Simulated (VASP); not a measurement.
A run of VASP 6.6.1 is set up as follows.

Contents of INCAR:

```
SYSTEM = Ga2O
ALGO = Normal
EDIFF = 1E-6
ENCUT = 520
GGA = PE
ISIF = 2
ISMEAR = -1
LASPH = .TRUE.
LCHARG = .FALSE.
LREAL = .FALSE.
LWAVE = .FALSE.
NBANDS = 41
NELM = 60
PREC = Accurate
SIGMA = 0.15
```

The input KPOINTS:

```
k-points
0
G
  12 12 4
  0 0 0
```

Contents of POSCAR:

```
Ga2O
1.0
    3.0552007146      0.0000000000      0.0000000000
   -1.5276003573      2.6458814325      0.0000000000
    0.0000000000      0.0000000000     13.3974868200
Ga O
4 2
Direct
    0.0000000000      0.0000000000      0.4059439932
    0.0000000000      0.0000000000      0.5940560068
    0.6666666667      0.3333333333      0.0937134107
    0.3333333333      0.6666666667      0.9062865893
    0.6666666667      0.3333333333      0.3481275516
    0.3333333333      0.6666666667      0.6518724484
```

Potentials or basis: VASP PAW PBE potentials, release 64 (Ga_d, O).

Run with:

```bash
$ cat potpaw_PBE.64/Ga_d/POTCAR potpaw_PBE.64/O/POTCAR > POTCAR
$ mpirun -np 1 vasp_std > vasp.out
```

Task: Estimate the band gap on the k mesh.

Result: Zero (band 32 reaches 4.65 eV, above the bottom of band 33 at 2.88 eV).

Task: Estimate the pressure.

Result: 0.3 GPa.

Task: What does it give for the largest force?

Result: 0.055 eV/Å.

Forces on the atoms (eV/Å):
```
Ga   0.000  0.000  0.046
Ga   0.000  0.000 -0.046
Ga   0.000  0.000  0.006
Ga   0.000  0.000 -0.006
O    0.000  0.000 -0.055
O    0.000  0.000  0.055
```
